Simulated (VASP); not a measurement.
Crystal: PbSe (Clausthalite).

```xyz
2
Lattice="0.0000 3.0697 3.0697 3.0697 0.0000 3.0697 3.0697 3.0697 0.0000" Properties=species:S:1:pos:R:3 pbc="T T T"
Pb    0.0000    0.0000    0.0000
Se    3.0697    3.0697    3.0697
```

Base run:

| Property | Result |
| --- | --- |
| Program | VASP 6.6.1 |
| Functional | PBEsol |
| Potentials or basis | VASP PAW PBE potentials, release 64 (Pb_d, Se) |
| Cutoff | 500 eV |
| k mesh | 6 × 6 × 6 |
| Occupations | fermi-dirac, width 0.5 eV |
| Spin | no spin polarisation |

Its results: pressure -0.7 GPa.

Problem. The run is repeated on the same cell with these changes: k mesh from 6 × 6 × 6 to 3 × 3 × 3; occupations from fermi-dirac, width 0.5 eV to gaussian, width 0.01 eV. What comes out?

Solution. Pressure -1.9 GPa.

Caveats: some runs use coarse meshes; the PAW data sets were made with another functional, which shifts forces and pressure a little.
